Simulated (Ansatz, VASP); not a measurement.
## Zr: VASP beside Ansatz

The input INCAR:

```
ALGO = Normal
EDIFF = 1E-8
ENCUT = 520
GGA = PE
ISIF = 2
ISMEAR = -1
LASPH = T
LCHARG = F
LEFG = T
LREAL = F
LWAVE = F
NBANDS = 12
NELM = 60
PREC = Accurate
SIGMA = 0.05
```

Contents of KPOINTS:

```
k-points
0
Gamma
  16 16 16
```

The input POSCAR:

```
Zr
1.0
   -1.7571350072      1.7571350072      1.7571350072
    1.7571350072     -1.7571350072      1.7571350072
    1.7571350072      1.7571350072     -1.7571350072
Zr
1
Direct
    0.0000000000      0.0000000000      0.0000000000
```

Input for Ansatz:

```yaml
crystal:
  lattice:
    - [-1.7571350072, 1.7571350072, 1.7571350072]
    - [1.7571350072, -1.7571350072, 1.7571350072]
    - [1.7571350072, 1.7571350072, -1.7571350072]
  atoms:
    - { symbol: Zr, position: [0.0, 0.0, 0.0] }
kpoints:
  mp_grid: { grid: [16, 16, 16] }
scf:
  occupations: { method: fermi_dirac, width: 0.05 }
hamiltonian:
  xc: pbe
  pseudopotentials: { kind: paw }
output:
  forces: true
  stress: true
  eigenvalues: true
  efg: { contact_densities: true }
```

Change from the starting cell: volume scaled by 0.95, PAW files.

Alike in both runs: task electric field gradients; functional PBE; k mesh 16 × 16 × 16; occupations fermi-dirac, width 0.05 eV; no spin polarisation.

```csv
,VASP,Ansatz
version,VASP 6.6.1,Ansatz 0.2.0
potentials or method,"VASP PAW PBE potentials, release 64 (Zr_sv)","PAW with Ansatz's default frozen-core files, scalar-relativistic"
plane-wave cutoff (eV),520,420
valence electrons in the cell,12,12
```

|  | VASP | Ansatz | Ansatz less VASP |
| --- | --- | --- | --- |
| pressure (GPa) | 4.9 | 4.9 | -0.04 |
